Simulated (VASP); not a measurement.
Write the native input for VASP 6.6.1 that does the following.

```yaml
Task: single point
Functional: revPBE
Potentials_or_basis: VASP PAW PBE potentials, release 64 (La)
Cutoff: 520 eV
k_mesh: 8 × 8 × 5
Occupations: fermi-dirac, width 0.05 eV
Spin: no spin polarisation
Dipole_correction: no
Further_INCAR_settings: ALGO = Fast; EDIFF = 1e-06; NBANDS = 18
```

The structure of La lies in POSCAR:

```
La
1.0
    3.7500000000      0.0000000000      0.0000000000
   -1.8750000000      3.2475952642      0.0000000000
    0.0000000000      0.0000000000      6.0700000000
La
2
Direct
    0.6666666667      0.3333333333      0.7500000000
    0.3333333333      0.6666666667      0.2500000000
```

The input as run:

INCAR

```
PREC     = Accurate       # precision mode
ENCUT    = 520            # plane-wave cutoff, eV
EDIFF    = 1E-6           # SCF threshold, eV
ISMEAR   = -1             # smearing method
SIGMA    = 0.05           # smearing width, eV
LREAL    = False          # projectors in reciprocal space
LASPH    = True           # aspherical terms in the spheres
NELM     = 80             # most SCF steps
ALGO     = Fast           # electronic algorithm
ISIF     = 2              # what is computed and relaxed
LWAVE    = False          # write WAVECAR
LCHARG   = False          # write CHGCAR
GGA      = RE             # functional
NBANDS   = 18             # bands
```

KPOINTS

```
regular mesh
0
Gamma
  8 8 5
```

Potentials or basis: VASP PAW PBE potentials, release 64 (La).

Launch:

```console
$ cat potpaw_PBE.64/La/POTCAR > POTCAR
$ mpirun -np 1 vasp_std > vasp.out
```

It gave:

```yaml
Pressure: 1.7 GPa
Band_gap_on_the_k_mesh: zero (bands 11 and 12 overlap by 1.31 eV)
```

Caveat: the PAW data sets were made with another functional, which shifts forces and pressure a little; spin-orbit coupling is left out, which moves the levels of the heavy elements.

Wall time 3.7 min on 1 thread of Intel Xeon 8259CL, with other jobs on the host, peak memory 0.21 GiB.
